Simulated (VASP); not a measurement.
## Se: single point with PBE+D3(BJ)

Se:

```
Se
1.0
     3.88299    0.00000    0.00000
    -1.94150    3.36277    0.00000
     0.00000    0.00000    5.62840
Se
3
Direct
  0.23198 0.00000 0.33333
  0.00000 0.23198 0.66667
  0.76802 0.76802 0.00000
```

This cell differs from its parent crystal: atoms shifted along a free coordinate, c/a of the conventional cell at fixed volume 1.4495.

```yaml
Program: VASP 6.6.1
Task: single point
Functional: PBE
Dispersion: D3(BJ)
Potentials_or_basis: VASP PAW PBE potentials, release 64 (Se)
Cutoff: 520 eV
k_mesh: 9 × 9 × 8
Occupations: gaussian, width 0.05 eV
Spin: no spin polarisation
```

| Item | Value |
| --- | --- |
| Pressure | -0.6 GPa |
| Largest force | 0.440 eV/Å |
| Band gap on the k mesh | zero (bands 9 and 10 overlap by 0.06 eV) |
| Dispersion energy per atom | -0.357 eV |

Forces on the atoms (eV/Å):
```
Se   0.440  0.000  0.000
Se  -0.220  0.381  0.000
Se  -0.220 -0.381  0.000
```

Stress tensor (GPa, compression positive):
```
 1.49  0.00  0.00
 0.00  1.49  0.00
 0.00  0.00 -4.78
```

Levels at points of the mesh, in eV from the Fermi level:
| k point | band 7 | band 8 | band 9 | band 10 | band 11 | band 12 |
| --- | --- | --- | --- | --- | --- | --- |
| (0.00, 0.00, 0.00) | -1.28 | -1.28 | 0.03 | 1.37 | 1.37 | 3.07 |
| (0.00, 0.00, 0.50) | -1.18 | -0.70 | -0.70 | 0.90 | 1.86 | 1.86 |

It took 2.1 min on 1 thread of Intel Xeon 8259CL (shared host), peak memory 0.24 GiB.

Caveat: the stress differs along the axes, from -5 to 1 GPa.
